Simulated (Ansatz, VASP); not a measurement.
# Li3SeF: VASP beside Ansatz

INCAR

```
SYSTEM = Li3SeF
PREC = Accurate
ENCUT = 520
EDIFF = 1E-7
ISMEAR = 0
SIGMA = 0.1
LREAL = .False.
LASPH = .True.
NELM = 100
ALGO = Normal
ISIF = 2
LWAVE = .False.
LCHARG = .True.
GGA = PE
LELF = .True.
LVHAR = .True.
NBANDS = 33
```

The input KPOINTS:

```
regular mesh
0
Gamma
  4 4 2
  0 0 0
```

File POSCAR:

```
Li3SeF
1.0
   -3.9962740045      0.0000000000      0.0000000000
    0.0000000000      0.0000000000     -3.9962740045
    0.0000000000     -7.9925480090      0.0000000000
Li Se F
6 2 2
Direct
    0.5000000000      0.5000000000      1.0000000000
    0.5000000000      0.5000000000      0.5000000000
    0.5000000000      0.0000000000      0.7500000000
    0.5000000000      1.0000000000      0.2500000000
    1.0000000000      0.5000000000      0.7500000000
    1.0000000000      0.5000000000      0.2500000000
    0.0000000000      1.0000000000      0.5000000000
    0.0000000000      1.0000000000      1.0000000000
    0.5000000000      0.5000000000      0.7500000000
    0.5000000000      0.5000000000      0.2500000000
```

Input for Ansatz:

```yaml
crystal:
  lattice:
    - [-3.9962740045, 0.0, 0.0]
    - [0.0, 0.0, -3.9962740045]
    - [0.0, -7.992548009, 0.0]
  atoms:
    - { symbol: Li, position: [0.5, 0.5, 1.0] }
    - { symbol: Li, position: [0.5, 0.5, 0.5] }
    - { symbol: Li, position: [0.5, 0.0, 0.75] }
    - { symbol: Li, position: [0.5, 1.0, 0.25] }
    - { symbol: Li, position: [1.0, 0.5, 0.75] }
    - { symbol: Li, position: [1.0, 0.5, 0.25] }
    - { symbol: Se, position: [0.0, 1.0, 0.5] }
    - { symbol: Se, position: [0.0, 1.0, 1.0] }
    - { symbol: F, position: [0.5, 0.5, 0.75] }
    - { symbol: F, position: [0.5, 0.5, 0.25] }
basis:
  ecutwfc: 420
kpoints:
  mp_grid: { grid: [4, 4, 2] }
hamiltonian:
  xc: pbe
scf:
  occupations: { method: gaussian, width: 0.1 }
output:
  forces: true
  stress: true
  eigenvalues: true
```

Alike in both runs: task single point; functional PBE; k mesh 4 × 4 × 2; occupations gaussian, width 0.1 eV; no spin polarisation.

|  | VASP | Ansatz |
| --- | --- | --- |
| version | VASP 6.6.1 | Ansatz 0.2.0 |
| potentials or method | VASP PAW PBE potentials, release 64 (Li_sv, Se, F), cutoff 520 eV | scalar-relativistic, plane waves, PAW |
| valence electrons in the cell | 44 | 64 |

```csv
,VASP,Ansatz,Ansatz less VASP
gap on the k mesh at the Fermi level (eV),3.75,3.73,-0.017
least direct gap on the mesh (eV),4.05,4.04,-0.003
```

With one functional, cell and mesh, what is left measures potentials, basis and numerics. VASP's potentials hold 44 valence electrons a cell and Ansatz's 64, so a difference there can come from the potentials and not from the codes.

Noted on VASP's run: the cutoff is short for stress, so the pressure is rough.
